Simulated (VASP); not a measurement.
# Ga in VASP: single point with PBEsol

Aim: the single point of Ga with PBEsol.

All numbers are computed with VASP 6.6.1; they aren't measurements. Logs are shortened: lines on timing, memory, paths and dates and some standing lists are left out, and cuts for length are marked.

**1. The cell of the first run**

The cell holds a molecule in a box, 1 atom: a = 15.000 Å, b = 15.500 Å, c = 16.000 Å, α = 90.00°, β = 90.00°, γ = 90.00°.

**2. Single point, PBEsol, collinear spin, ferromagnetic start**

Input file INCAR:

```
SYSTEM = Ga
PREC = Accurate ; ENCUT = 400
EDIFF = 1E-6 ; ISMEAR = 0
SIGMA = 0.005 ; LREAL = .False.
LASPH = .True. ; NELM = 200
ALGO = Normal ; ISIF = 2
LWAVE = .False. ; LCHARG = .False.
ISPIN = 2 ; MAGMOM = 1
LORBIT = 11 ; GGA = PS
NBANDS = 16 ; ISYM = 0
GGA_COMPAT = .False. ; NELMDL = -8
```

Input file KPOINTS:

```
regular mesh
0
Gamma
  1 1 1
  0 0 0
```

Input file POSCAR:

```
Ga
1.0
   15.0000000000      0.0000000000      0.0000000000
    0.0000000000     15.5000000000      0.0000000000
    0.0000000000      0.0000000000     16.0000000000
Ga
1
Direct
    0.5000000000      0.5000000000      0.5000000000
```

Potentials or basis: VASP PAW PBE potentials, release 64 (Ga_d).

Command:

```sh
$ cat potpaw_PBE.64/Ga_d/POTCAR > POTCAR
$ mpirun -np 1 vasp_gam > vasp.out
```

OUTCAR:

```text
SYSTEM = Ga
   PREC = Accurate
   ENCUT = 400
   EDIFF = 1E-6
   ISMEAR = 0
   LREAL = .False.
   LASPH = .True.
   NELM = 200
   ISIF = 2
   ISPIN = 2
   LORBIT = 11
   GGA = PS
   ISYM = 0
   NELMDL = -8

 ion  position               nearest neighbor table
   1  0.500  0.500  0.500-

IMPORTANT INFORMATION: All symmetrisations will be switched off!
NOSYMM: (Re-)initialisation of all symmetry stuff for point group C_1.

----------------------------------------------------------------------------------------

                                     Primitive cell

  volume of cell :    3720.0000

  direct lattice vectors                    reciprocal lattice vectors
    15.000000000  0.000000000  0.000000000     0.066666667  0.000000000  0.000000000
     0.000000000 15.500000000  0.000000000     0.000000000  0.064516129  0.000000000
     0.000000000  0.000000000 16.000000000     0.000000000  0.000000000  0.062500000

  length of vectors
    15.000000000 15.500000000 16.000000000     0.066666667  0.064516129  0.062500000

  position of ions in fractional coordinates (direct lattice)
     0.500000000  0.500000000  0.500000000

  ion indices of the primitive-cell ions
   primitive index   ion index
                 1           1

----------------------------------------------------------------------------------------

 KPOINTS: regular mesh

Automatic generation of k-mesh.
 Grid dimensions read from file:
 generate k-points for:    1    1    1

 Generating k-lattice:

  Cartesian coordinates                     Fractional coordinates (reciprocal lattice)
     0.066666667  0.000000000  0.000000000     1.000000000  0.000000000  0.000000000
     0.000000000  0.064516129  0.000000000     0.000000000  1.000000000  0.000000000
     0.000000000  0.000000000  0.062500000     0.000000000  0.000000000  1.000000000

  Length of vectors
     0.066666667  0.064516129  0.062500000

  Shift w.r.t. Gamma in fractional coordinates (k-lattice)
     0.000000000  0.000000000  0.000000000

 Subroutine IBZKPT returns following result:
 ===========================================

 Found      1 irreducible k-points:

 Following reciprocal coordinates:
            Coordinates               Weight
  0.000000  0.000000  0.000000      1.000000
   k-points           NKPTS =      1   k-points in BZ     NKDIM =      1   number of bands    NBANDS=     16
   number of dos      NEDOS =    301   number of ions     NIONS =      1
   total plane-waves  NPLWV = ******
   dimension x,y,z NGX =    98 NGY =  108 NGZ =  108
   dimension x,y,z NGXF=   196 NGYF=  216 NGZF=  216
   ions per type =               1
   NGX,Y,Z   is equivalent  to a cutoff of  10.86, 11.58, 11.22 a.u.
   NGXF,Y,Z  is equivalent  to a cutoff of  21.72, 23.17, 22.44 a.u.
 SYSTEM =  Ga
   PREC   = accura    normal or accurate (medium, high low for compatibility)
   ISTART =      0    job   : 0-new  1-cont  2-samecut
   ICHARG =      2    charge: 1-file 2-atom 10-const
   ISPIN  =      2    spin polarized calculation?
   LNONCOLLINEAR =      F non collinear calculations
   LSORBIT =      F    spin-orbit coupling
   LASPH  =      T    aspherical Exc in radial PAW
   ENCUT  =  400.0 eV  29.40 Ry    5.42 a.u.  24.46 25.28 26.09*2*pi/ulx,y,z
   NELM   =    200;   NELMIN=  2; NELMDL= -8     # of ELM steps
   EDIFF  = 0.1E-05   stopping-criterion for ELM
   LREAL  =      F    real-space projection
   EDIFFG = 0.1E-04   stopping-criterion for IOM
   NSW    =      0    number of steps for IOM
   IBRION =     -1    ionic relax: 0-MD 1-quasi-New 2-CG
   NFREE  =      0    steps in history (QN), initial steepest desc. (CG)
   ISIF   =      2    stress and relaxation
   ISYM   =      0    0-nonsym 1-usesym 2-fastsym
   POTIM  = 0.5000    time-step for ionic-motion
   TEBEG  =    0.0;   TEEND  =   0.0 temperature during run
   PSTRESS=    0.0 pullay stress
   NELECT =      13.0000    total number of electrons
   NUPDOWN=      -1.0000    fix difference up-down
   EMIN   =  10.00;   EMAX   =-10.00  energy-range for DOS
   EFERMI =   0.00;   METHOD = LEGACY
   ISMEAR =     0;   SIGMA  =   0.01  broadening in eV -4-tet -1-fermi 0-gaus
   EFERMI_NEDOS =   21; number of points for ismear=-14 and -15
   IALGO  =     38    algorithm
   IMIX   =      4    mixing-type and parameters
     AMIX     =   0.40;   BMIX     =  1.00
     AMIX_MAG =   1.60;   BMIX_MAG =  1.00
  volume/ion in A,a.u.               =    3720.00     25103.80
  Fermi-wavevector in a.u.,A,eV,Ry     =   0.248432  0.469469  0.839734  0.061719
  Thomas-Fermi vector in A             =   1.062816
   LORBIT       =     11    0 simple, 1 ext, 2 COOP (PROOUT), +10 PAW based schemes
   GGA     = PS    functional components
   LHFCALC =     F    Hartree Fock is set to
   AEXX    =    0.0000 exact exchange contribution
   IVDW    =     0    specifies the selected vdW correction
   LEPSILON=     F    determine dielectric tensor
   LRPA    =     F    only Hartree local field effects (RPA)
 spin polarized calculation
 Gauss-broadening in eV      SIGMA  =   0.01
  energy-cutoff  :      400.00
  volume of cell :     3720.00
 maximum number of plane-waves:     33758
 NGX is ok and might be reduce to    98
   NGX = 49   NGY = 51   NGZ = 53

 number of electron      13.0000006 magnetization       1.0000000

 Free energy of the ion-electron system (eV)
  ---------------------------------------------------
  ext. energy  EPLUGINS =         0.00000000
  ---------------------------------------------------
  free energy    TOTEN  =        -0.28602109 eV

  energy without entropy =       -0.28602109  energy(sigma->0) =       -0.28602109

 E-fermi :  -2.8077     XC(G=0):  -0.2802

 val. band max:       -2.8528443269   @ k =   0.0000   0.0000   0.0000
 cond. band min:      -2.6215084514   @ k =   0.0000   0.0000   0.0000
 fundamental gap:      0.2313358755
 Fermi energy:        -2.8076790456

 spin component 1

 k-point     1 :       0.0000    0.0000    0.0000
  band No.  band energies     occupation
      1     -19.1597      1.00000
      2     -19.1597      1.00000
      3     -18.9846      1.00000
      4     -18.9845      1.00000
      5     -18.9196      1.00000
      6      -9.0991      1.00000
      7      -2.8528      1.00000
      8      -2.6215      0.00000
      9      -2.6215      0.00000
     10      -0.3768      0.00000
     11       0.3302      0.00000
     12       0.3450      0.00000
     13       0.4472      0.00000
     14       0.4499      0.00000
     15       0.4845      0.00000
     16       0.5076      0.00000
 Fermi energy:        -2.8076790456

 spin component 2

 k-point     1 :       0.0000    0.0000    0.0000
  band No.  band energies     occupation
      1     -19.1540      1.00000
      2     -19.1539      1.00000
      3     -18.8998      1.00000
      4     -18.8998      1.00000
      5     -18.8204      1.00000
      6      -8.5067      1.00000
      7      -2.2558      0.00000
      8      -2.2558      0.00000
      9      -1.5774      0.00000
     10      -0.0566      0.00000
     11       0.4973      0.00000
     12       0.6130      0.00000
     13       0.6254      0.00000
     14       0.6571      0.00000
     15       0.6640      0.00000
     16       0.6950      0.00000

------------------------ aborting loop because EDIFF is reached ----------------------------------------

  FORCE on cell =-STRESS in cart. coord.  units (eV):
  Direction    XX          YY          ZZ          XY          YZ          ZX
  --------------------------------------------------------------------------------------
  -------------------------------------------------------------------------------------
  Total       -0.0543359     -0.0569597     -0.0567595      0.0000403      0.0000175     -0.0008632
  in kB       -0.0234021     -0.0245321     -0.0244459      0.0000174      0.0000076     -0.0003718
  external PRESSURE =      -0.0241267 kB  Pullay stress =       0.0000000 kB

 VOLUME and BASIS-vectors are now :
 -----------------------------------------------------------------------------
  energy-cutoff  :      400.00
  volume of cell :     3720.00
      direct lattice vectors                 reciprocal lattice vectors
    15.000000000  0.000000000  0.000000000     0.066666667  0.000000000  0.000000000
     0.000000000 15.500000000  0.000000000     0.000000000  0.064516129  0.000000000
     0.000000000  0.000000000 16.000000000     0.000000000  0.000000000  0.062500000

 POSITION                                       TOTAL-FORCE (eV/Angst)
 -----------------------------------------------------------------------------------
      7.50000      7.75000      8.00000         0.000000      0.000000      0.000000
 -----------------------------------------------------------------------------------
    total drift:                                0.000000      0.000000      0.000000

  FREE ENERGIE OF THE ION-ELECTRON SYSTEM (eV)
  ---------------------------------------------------
  free  energy   TOTEN  =        -0.2860210850 eV

  energy  without entropy=       -0.2860210850  energy(sigma->0) =       -0.28602109

 total charge

# of ion       s       p       d       tot
------------------------------------------
    1        1.199   0.282   9.915  11.395

 magnetization (x)

# of ion       s       p       d       tot
------------------------------------------
    1       -0.008   0.282  -0.002   0.271
```

It took 7.3 min on 1 thread of Intel Xeon Platinum 8488C (Sapphire Rapids), shared host; peak memory 2.5 GiB.

What came out:

| Item | Value |
| --- | --- |
| Free energy | -0.2860 eV |
| Gap between the frontier levels | 0.23 eV |
| Net moment | 1.00 μB per cell |
| Site moments | Ga +0.27 μB |
| Valence electrons inside the program's atomic spheres | Ga 11.39 |

Levels at points of the mesh, in eV from the valence-band top:
Spin up:
```tsv
k point	band 5	band 6	band 7	band 8	band 9	band 10
(0.00, 0.00, 0.00)	-16.07	-6.25	0.00	0.23	0.23	2.48
```
Spin down:
```
           k point  band 2  band 3  band 4  band 5  band 6  band 7  band 8  band 9  band 10  band 11
(0.00, 0.00, 0.00)  -16.30  -16.05  -16.05  -15.97   -5.65    0.60    0.60    1.28     2.80     3.35
```

Caveat: the PAW data sets were made with another functional, which shifts forces and pressure a little.
